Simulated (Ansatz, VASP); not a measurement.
One calculation of Sb, two programs

INCAR

```
SYSTEM = Sb
  PREC = Accurate
  ENCUT = 520
  EDIFF = 1E-6
  ISMEAR = 0
  SIGMA = 0.1
  LREAL = .FALSE.
  LASPH = .TRUE.
  NELM = 100
  ALGO = Normal
  ISIF = 2
  LWAVE = .FALSE.
  LCHARG = .FALSE.
  GGA = PE
  NBANDS = 12
```

The input KPOINTS:

```
regular mesh
0
G
  6 6 4
  0 0 0
```

File POSCAR:

```
Sb
1.0
    3.5108403600      0.0000000000      0.0000000000
   -1.7554201800      3.0404769400      0.0000000000
    0.0000000000      0.0000000000      6.3081164000
Sb
2
Direct
    0.0000000000      0.0000000000      0.1978728500
    0.0000000000      0.0000000000      0.8021271500
```

Input for Ansatz:

```yaml
crystal:
  lattice:
    - [3.51084036, 0.0, 0.0]
    - [-1.75542018, 3.04047694, 0.0]
    - [0.0, 0.0, 6.3081164]
  atoms:
    - { symbol: Sb, position: [0.0, 0.0, 0.19787285] }
    - { symbol: Sb, position: [0.0, 0.0, 0.80212715] }
basis:
  ecutwfc: 420
kpoints:
  mp_grid: { grid: [6, 6, 4] }
hamiltonian:
  xc: pbe
scf:
  occupations: { method: gaussian, width: 0.1 }
  lower_state_search: "off"
output:
  forces: true
  stress: true
  eigenvalues: true
```

Alike in both runs: task single point; functional PBE; k mesh 6 × 6 × 4; occupations gaussian, width 0.1 eV; no spin polarisation.

```csv
,VASP,Ansatz
version,VASP 6.6.1,Ansatz 0.2.0
potentials or method,"VASP PAW PBE potentials, release 64 (Sb), cutoff 520 eV","scalar-relativistic, plane waves, PAW"
valence electrons in the cell,10,30
```

```csv
,VASP,Ansatz,Ansatz less VASP
gap on the k mesh at the Fermi level (eV),none,none,-
pressure (GPa),4.9,4.6,-0.32
"traceless stress, the component that is largest in VASP (GPa)",21.46,20.67,-0.795
rms of the force components (eV/Å),2.362,2.248,-0.1141
```

Atom by atom the forces differ by 0.114 eV/Å (rms over components). A gap of «none» marks a metal or a gap that the smearing closes. With one functional, cell and mesh, what is left measures potentials, basis and numerics. VASP's potentials hold 10 valence electrons a cell and Ansatz's 30, so a difference there can come from the potentials and not from the codes.

Neither program's run includes spin-orbit coupling.
